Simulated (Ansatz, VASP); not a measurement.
# Two plane-wave programs on InSb

File INCAR:

```
PREC     = Accurate       # precision mode
ENCUT    = 520            # plane-wave cutoff, eV
EDIFF    = 1E-7           # SCF threshold, eV
ISMEAR   = 0              # smearing method
SIGMA    = 0.15           # smearing width, eV
LREAL    = F              # projectors in reciprocal space
LASPH    = T              # aspherical terms in the spheres
NELM     = 60             # most SCF steps
ALGO     = Normal         # electronic algorithm
ISIF     = 2              # what is computed and relaxed
LWAVE    = F              # write WAVECAR
LCHARG   = T              # write CHGCAR
GGA      = PS             # functional
LELF     = T              # ELF
LVHAR    = T            
NBANDS   = 16             # bands
```

The input KPOINTS:

```
regular mesh
0
Gamma
  18 18 10
```

Contents of POSCAR:

```
InSb
1.0
    2.9804468321      0.0000000000      0.0000000000
    0.0000000000      2.9804468321      0.0000000000
    0.0000000000      0.0000000000      6.6232187346
In Sb
1 1
Direct
    0.0000000000      0.0000000000      0.0000000000
    0.0000000000      0.0000000000      0.5000000000
```

Input for Ansatz:

```yaml
crystal:
  lattice:
    - [2.9804468321, 0.0, 0.0]
    - [0.0, 2.9804468321, 0.0]
    - [0.0, 0.0, 6.6232187346]
  atoms:
    - { symbol: In, position: [0.0, 0.0, 0.0] }
    - { symbol: Sb, position: [0.0, 0.0, 0.5] }
basis:
  ecutwfc: 420
kpoints:
  mp_grid: { grid: [18, 18, 10] }
hamiltonian:
  xc: pbesol
scf:
  occupations: { method: gaussian, width: 0.15 }
output:
  forces: true
  stress: true
  eigenvalues: true
```

Alike in both runs: task single point; functional PBEsol; k mesh 18 × 18 × 10; occupations gaussian, width 0.15 eV; no spin polarisation.

|  | VASP | Ansatz |
| --- | --- | --- |
| version | VASP 6.6.1 | Ansatz 0.2.0 |
| potentials or method | VASP PAW PBE potentials, release 64 (In_d, Sb), cutoff 520 eV | scalar-relativistic, plane waves, PAW |
| valence electrons in the cell | 18 | 28 |

VASP gave:

```
gap on the k mesh at the Fermi level (eV)                     : none
pressure (GPa)                                                : -0.8
traceless stress, the component that is largest in VASP (GPa) : -5.13
```

**Question.** Which values does Ansatz return?

**Answer.** gap on the k mesh at the Fermi level (eV): none; pressure (GPa): -0.9; traceless stress, the component that is largest in VASP (GPa): -5.08.

VASP's potentials were made for PBE, not for PBEsol. A gap of «none» marks a metal or a gap that the smearing closes. VASP's potentials hold 18 valence electrons a cell and Ansatz's 28, so a difference there can come from the potentials and not from the codes.

Spin-orbit coupling is off throughout.
